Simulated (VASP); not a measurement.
# NaCl (P6_3/mmc) in VASP: further runs

Runs on NaCl. Level: PBE. Tasks: single point.

Program: VASP 6.6.1. These are calculated values, not measurements. Logs are shortened: lines on timing, memory, paths and dates and some standing lists are left out, and cuts for length are marked.

**1. The cell of the first run**

The structure is hexagonal, space group P6_3/mmc (No. 194). The conventional cell has a = 4.778 Å, b = 4.778 Å, c = 5.657 Å, α = 90.00°, β = 90.00°, γ = 120.00°. Na (site symmetry -6m2) has 5 Cl at 2.76 to 2.83 Å within 3.6 Å. Cl (site symmetry -6m2) has 5 Na at 2.76 to 2.83 Å within 3.6 Å.

**2. Single point, PBE**

INCAR

```
SYSTEM = NaCl
ALGO = Normal ; EDIFF = 1E-6
ENCUT = 520 ; GGA = PE
ISIF = 2 ; ISMEAR = 0
LASPH = .True. ; LCHARG = .False.
LREAL = .False. ; LWAVE = .False.
NBANDS = 22 ; NELM = 100
PREC = Accurate ; SIGMA = 0.01
```

KPOINTS

```
k-points
0
Gamma
  6 6 4
  0 0 0
```

POSCAR

```
NaCl
1.0
    4.7781952003      0.0000000000      0.0000000000
   -2.3890976001      4.1380384277      0.0000000000
    0.0000000000      0.0000000000      5.6573040563
Na Cl
2 2
Direct
    0.3333333333      0.6666666667      0.2500000000
    0.6666666667      0.3333333333      0.7500000000
    0.6666666667      0.3333333333      0.2500000000
    0.3333333333      0.6666666667      0.7500000000
```

Potentials or basis: VASP PAW PBE potentials, release 64 (Na_pv, Cl).

Command:

```console
> cat potpaw_PBE.64/Na_pv/POTCAR potpaw_PBE.64/Cl/POTCAR > POTCAR
> mpirun -np 1 vasp_std > vasp.out
```

OUTCAR:

```text
SYSTEM = NaCl
   EDIFF = 1E-6
   ENCUT = 520
   GGA = PE
   ISIF = 2
   ISMEAR = 0
   LASPH = .True.
   LREAL = .False.
   NELM = 100
   PREC = Accurate

 ion  position               nearest neighbor table
   1  0.333  0.667  0.250-
   2  0.667  0.333  0.750-
   3  0.667  0.333  0.250-
   4  0.333  0.667  0.750-

  LATTYP: Found a hexagonal cell.
 ALAT       =     4.7781952003
 C/A-ratio  =     1.1839834538

  Lattice vectors:

 A1 = (   4.7781952003,   0.0000000000,   0.0000000000)
 A2 = (  -2.3890976001,   4.1380384277,   0.0000000000)
 A3 = (   0.0000000000,   0.0000000000,   5.6573040563)

Analysis of symmetry for initial positions (statically):
=====================================================================
 Subroutine PRICEL returns:
 Original cell was already a primitive cell.

 Routine SETGRP: Setting up the symmetry group for a
 hexagonal supercell.

 Subroutine GETGRP returns: Found 24 space group operations
 (whereof 12 operations were pure point group operations)
 out of a pool of 24 trial point group operations.

The static configuration has the point symmetry D_3d.
 The point group associated with its full space group is D_6h.

Analysis of symmetry for dynamics (positions and initial velocities):
=====================================================================
 Subroutine PRICEL returns:
 Original cell was already a primitive cell.

 Routine SETGRP: Setting up the symmetry group for a
 hexagonal supercell.

 Subroutine GETGRP returns: Found 24 space group operations
 (whereof 12 operations were pure point group operations)
 out of a pool of 24 trial point group operations.

The dynamic configuration has the point symmetry D_3d.
 The point group associated with its full space group is D_6h.

 Subroutine INISYM returns: Found 24 space group operations
 (whereof 12 operations are pure point group operations),
 and found     1 'primitive' translations

----------------------------------------------------------------------------------------

                                     Primitive cell

  volume of cell :     111.8582

  direct lattice vectors                    reciprocal lattice vectors
     4.778195200  0.000000000  0.000000000     0.209284041  0.120830197  0.000000000
    -2.389097600  4.138038428  0.000000000     0.000000000  0.241660395  0.000000000
     0.000000000  0.000000000  5.657304056     0.000000000  0.000000000  0.176762640

  length of vectors
     4.778195200  4.778195200  5.657304056     0.241660395  0.241660395  0.176762640

  position of ions in fractional coordinates (direct lattice)
     0.333333333  0.666666667  0.250000000
     0.666666667  0.333333333  0.750000000
     0.666666667  0.333333333  0.250000000
     0.333333333  0.666666667  0.750000000

  ion indices of the primitive-cell ions
   primitive index   ion index
                 1           1
                 2           2
                 3           3
                 4           4

----------------------------------------------------------------------------------------

 KPOINTS: k-points

Automatic generation of k-mesh.
 Grid dimensions read from file:
 generate k-points for:    6    6    4

 Generating k-lattice:

  Cartesian coordinates                     Fractional coordinates (reciprocal lattice)
     0.034880673  0.020138366  0.000000000     0.166666667  0.000000000  0.000000000
     0.000000000  0.040276732  0.000000000     0.000000000  0.166666667  0.000000000
     0.000000000  0.000000000  0.044190660     0.000000000  0.000000000  0.250000000

  Length of vectors
     0.040276732  0.040276732  0.044190660

  Shift w.r.t. Gamma in fractional coordinates (k-lattice)
     0.000000000  0.000000000  0.000000000

 Subroutine IBZKPT returns following result:
 ===========================================

 Found     21 irreducible k-points:

 Following reciprocal coordinates:
            Coordinates               Weight
  0.000000  0.000000  0.000000      1.000000
  0.166667 -0.000000  0.000000      6.000000
  0.333333 -0.000000  0.000000      6.000000
  0.500000 -0.000000  0.000000      3.000000
  0.166667  0.166667  0.000000      6.000000
  0.333333  0.166667  0.000000     12.000000
[... 13 lines left out ...]
  0.333333  0.166667  0.500000     12.000000
  0.333333  0.333333  0.500000      2.000000
   k-points           NKPTS =     21   k-points in BZ     NKDIM =     21   number of bands    NBANDS=     22
   number of dos      NEDOS =    301   number of ions     NIONS =      4
   total plane-waves  NPLWV =  54432
   dimension x,y,z NGX =    36 NGY =   36 NGZ =   42
   dimension x,y,z NGXF=    72 NGYF=   72 NGZF=   84
   ions per type =               2   2
   NGX,Y,Z   is equivalent  to a cutoff of  12.53, 12.53, 12.34 a.u.
   NGXF,Y,Z  is equivalent  to a cutoff of  25.05, 25.05, 24.68 a.u.
 SYSTEM =  NaCl
   PREC   = accura    normal or accurate (medium, high low for compatibility)
   ISTART =      0    job   : 0-new  1-cont  2-samecut
   ICHARG =      2    charge: 1-file 2-atom 10-const
   ISPIN  =      1    spin polarized calculation?
   LNONCOLLINEAR =      F non collinear calculations
   LSORBIT =      F    spin-orbit coupling
   LASPH  =      T    aspherical Exc in radial PAW
   ENCUT  =  520.0 eV  38.22 Ry    6.18 a.u.   8.88  8.88 10.52*2*pi/ulx,y,z
   NELM   =    100;   NELMIN=  2; NELMDL= -5     # of ELM steps
   EDIFF  = 0.1E-05   stopping-criterion for ELM
   LREAL  =      F    real-space projection
   EDIFFG = 0.1E-04   stopping-criterion for IOM
   NSW    =      0    number of steps for IOM
   IBRION =     -1    ionic relax: 0-MD 1-quasi-New 2-CG
   NFREE  =      0    steps in history (QN), initial steepest desc. (CG)
   ISIF   =      2    stress and relaxation
   ISYM   =      2    0-nonsym 1-usesym 2-fastsym
   POTIM  = 0.5000    time-step for ionic-motion
   TEBEG  =    0.0;   TEEND  =   0.0 temperature during run
   PSTRESS=    0.0 pullay stress
   NELECT =      28.0000    total number of electrons
   NUPDOWN=      -1.0000    fix difference up-down
   EMIN   =  10.00;   EMAX   =-10.00  energy-range for DOS
   EFERMI =   0.00;   METHOD = LEGACY
   ISMEAR =     0;   SIGMA  =   0.01  broadening in eV -4-tet -1-fermi 0-gaus
   EFERMI_NEDOS =   21; number of points for ismear=-14 and -15
   IALGO  =     38    algorithm
   IMIX   =      4    mixing-type and parameters
     AMIX     =   0.40;   BMIX     =  1.00
     AMIX_MAG =   1.60;   BMIX_MAG =  1.00
  volume/ion in A,a.u.               =      27.96       188.71
  Fermi-wavevector in a.u.,A,eV,Ry     =   1.031743  1.949712 14.483315  1.064494
  Thomas-Fermi vector in A             =   2.165906
   LORBIT       =      0    0 simple, 1 ext, 2 COOP (PROOUT), +10 PAW based schemes
   GGA     = PE    functional components
   LHFCALC =     F    Hartree Fock is set to
   AEXX    =    0.0000 exact exchange contribution
   IVDW    =     0    specifies the selected vdW correction
   LEPSILON=     F    determine dielectric tensor
   LRPA    =     F    only Hartree local field effects (RPA)
 non-spin polarized calculation
 Gauss-broadening in eV      SIGMA  =   0.01
  energy-cutoff  :      520.00
  volume of cell :      111.86
 maximum number of plane-waves:      3054
 NGX is ok and might be reduce to    36
   NGX = 17   NGY = 17   NGZ = 21

 number of electron      28.0000004 magnetization

 Free energy of the ion-electron system (eV)
  ---------------------------------------------------
  ext. energy  EPLUGINS =         0.00000000
  ---------------------------------------------------
  free energy    TOTEN  =       -13.43147518 eV

  energy without entropy =      -13.43147518  energy(sigma->0) =      -13.43147518

 E-fermi :  -1.7390     XC(G=0):  -7.0664

 val. band max:       -1.8694690579   @ k =   0.0000   0.0000   0.0000
 cond. band min:       2.8733353164   @ k =   0.0000   0.0000   0.0000
 fundamental gap:      4.7428043744
 Fermi energy:        -1.7390086086

 k-point     1 :       0.0000    0.0000    0.0000
  band No.  band energies     occupation
      1     -22.8104      2.00000
      2     -22.8104      2.00000
      3     -22.8088      2.00000
      4     -22.8038      2.00000
      5     -22.8038      2.00000
      6     -22.7918      2.00000
[... 14 lines left out ...]
     21       9.0182      0.00000
     22       9.2223      0.00000

 k-point     2 :       0.1667   -0.0000    0.0000
  band No.  band energies     occupation
      1     -22.8115      2.00000
      2     -22.8109      2.00000
      3     -22.8078      2.00000
      4     -22.8055      2.00000
      5     -22.8038      2.00000
      6     -22.7928      2.00000
[... 14 lines left out ...]
     21       8.7490      0.00000
     22       9.0678      0.00000

 k-point     3 :       0.3333   -0.0000    0.0000
  band No.  band energies     occupation
      1     -22.8137      2.00000
      2     -22.8117      2.00000
      3     -22.8089      2.00000
      4     -22.8051      2.00000
      5     -22.8037      2.00000
      6     -22.7952      2.00000
[... 14 lines left out ...]
     21       9.1472      0.00000
     22       9.3828      0.00000

 k-point     4 :       0.5000   -0.0000    0.0000
  band No.  band energies     occupation
      1     -22.8148      2.00000
      2     -22.8122      2.00000
      3     -22.8106      2.00000
      4     -22.8036      2.00000
      5     -22.8029      2.00000
      6     -22.7973      2.00000
[... 14 lines left out ...]
     21       9.5644      0.00000
     22      10.0138      0.00000

 k-point     5 :       0.1667    0.1667    0.0000
  band No.  band energies     occupation
      1     -22.8128      2.00000
      2     -22.8119      2.00000
      3     -22.8079      2.00000
      4     -22.8058      2.00000
      5     -22.8038      2.00000
      6     -22.7945      2.00000
[... 342 lines left out ...]
 k-point    19 :       0.1667    0.1667    0.5000
  band No.  band energies     occupation
      1     -22.8152      2.00000
      2     -22.8152      2.00000
      3     -22.8077      2.00000
      4     -22.8077      2.00000
      5     -22.7974      2.00000
      6     -22.7974      2.00000
[... 14 lines left out ...]
     21       9.0659      0.00000
     22       9.0659      0.00000

 k-point    20 :       0.3333    0.1667    0.5000
  band No.  band energies     occupation
      1     -22.8183      2.00000
      2     -22.8183      2.00000
      3     -22.8083      2.00000
      4     -22.8083      2.00000
      5     -22.7960      2.00000
      6     -22.7960      2.00000
[... 14 lines left out ...]
     21       9.4350      0.00000
     22       9.4350      0.00000

 k-point    21 :       0.3333    0.3333    0.5000
  band No.  band energies     occupation
      1     -22.8190      2.00000
      2     -22.8190      2.00000
      3     -22.8088      2.00000
      4     -22.8088      2.00000
      5     -22.7955      2.00000
      6     -22.7955      2.00000
[... 14 lines left out ...]
     21      10.0799      0.00000
     22      10.0799      0.00000

------------------------ aborting loop because EDIFF is reached ----------------------------------------

  FORCE on cell =-STRESS in cart. coord.  units (eV):
  Direction    XX          YY          ZZ          XY          YZ          ZX
  --------------------------------------------------------------------------------------
  -------------------------------------------------------------------------------------
  Total        0.0017587      0.0017587     -0.0147772      0.0000000      0.0000000      0.0000000
  in kB        0.0251911      0.0251911     -0.2116577      0.0000000      0.0000000      0.0000000
  external PRESSURE =      -0.0537585 kB  Pullay stress =       0.0000000 kB

 VOLUME and BASIS-vectors are now :
 -----------------------------------------------------------------------------
  energy-cutoff  :      520.00
  volume of cell :      111.86
      direct lattice vectors                 reciprocal lattice vectors
     4.778195200  0.000000000  0.000000000     0.209284041  0.120830197  0.000000000
    -2.389097600  4.138038428  0.000000000     0.000000000  0.241660395  0.000000000
     0.000000000  0.000000000  5.657304056     0.000000000  0.000000000  0.176762640

 POSITION                                       TOTAL-FORCE (eV/Angst)
 -----------------------------------------------------------------------------------
     -0.00000      2.75869      1.41433         0.000000      0.000000     -0.000000
      2.38910      1.37935      4.24298        -0.000000      0.000000     -0.000000
      2.38910      1.37935      1.41433        -0.000000      0.000000      0.000000
     -0.00000      2.75869      4.24298        -0.000000     -0.000000      0.000000
 -----------------------------------------------------------------------------------
    total drift:                               -0.000000      0.000000      0.000000

  FREE ENERGIE OF THE ION-ELECTRON SYSTEM (eV)
  ---------------------------------------------------
  free  energy   TOTEN  =       -13.4314751767 eV

  energy  without entropy=      -13.4314751767  energy(sigma->0) =      -13.43147518
```

Wall time 76 s (1 thread of Intel Xeon 8259CL, shared host); peak memory 0.23 GiB.

What came out:

```
Free energy            : -13.4315 eV
Pressure               : 0.0 GPa
Band gap on the k mesh : 4.74 eV
```

**3. Single point, PBE (28.80 Å³/atom)**

This run uses another cell than the first one, of 28.80 Å³/atom.

INCAR

```
SYSTEM = NaCl
PREC     = Accurate       ! precision mode
ENCUT    = 520            ! plane-wave cutoff, eV
EDIFF    = 1E-6           ! SCF threshold, eV
ISMEAR   = 0              ! smearing method
SIGMA    = 0.01           ! smearing width, eV
LREAL    = .False.        ! projectors in reciprocal space
LASPH    = .True.         ! aspherical terms in the spheres
NELM     = 60             ! most SCF steps
ALGO     = Normal         ! electronic algorithm
ISIF     = 2              ! what is computed and relaxed
LWAVE    = .False.        ! write WAVECAR
LCHARG   = .False.        ! write CHGCAR
GGA      = PE             ! functional
NBANDS   = 22             ! bands
```

KPOINTS

```
regular mesh
0
Gamma
  6 6 4
  0 0 0
```

POSCAR

```
NaCl
1.0
    4.8255071406      0.0000000000      0.0000000000
   -2.4127535703      4.1790117699      0.0000000000
    0.0000000000      0.0000000000      5.7133206108
Na Cl
2 2
Direct
    0.3333333333      0.6666666667      0.2500000000
    0.6666666667      0.3333333333      0.7500000000
    0.6666666667      0.3333333333      0.2500000000
    0.3333333333      0.6666666667      0.7500000000
```

Potentials or basis: VASP PAW PBE potentials, release 64 (Na_pv, Cl).

Command:

```console
> cat potpaw_PBE.64/Na_pv/POTCAR potpaw_PBE.64/Cl/POTCAR > POTCAR
> mpirun -np 1 vasp_std > vasp.out
```

Wall time 79 s (1 thread of Intel Xeon 8259CL, shared host); peak memory 0.23 GiB.

It converged, with:

```
Free energy            : -13.4266 eV
Pressure               : -0.5 GPa
Band gap on the k mesh : 4.68 eV
```

Stress tensor (GPa, compression positive):
```
-0.50  0.00  0.00
 0.00 -0.50  0.00
 0.00  0.00 -0.59
```

Levels at points of the mesh, in eV from the valence-band top:
| k point | band 11 | band 12 | band 13 | band 14 | band 15 | band 16 | band 17 | band 18 |
| --- | --- | --- | --- | --- | --- | --- | --- | --- |
| (0.00, 0.00, 0.00) | -0.70 | -0.28 | -0.28 | 0.00 | 4.68 | 7.47 | 9.65 | 9.65 |
| (0.50, 0.00, 0.00) | -0.88 | -0.71 | -0.46 | -0.21 | 7.20 | 7.28 | 8.56 | 8.75 |
| (0.00, 0.00, 0.50) | -0.49 | -0.49 | -0.49 | -0.49 | 6.40 | 6.40 | 9.57 | 9.57 |
| (0.50, 0.00, 0.50) | -0.57 | -0.57 | -0.23 | -0.23 | 7.24 | 7.24 | 9.42 | 9.42 |

(Part 1 of 2 ends here.)
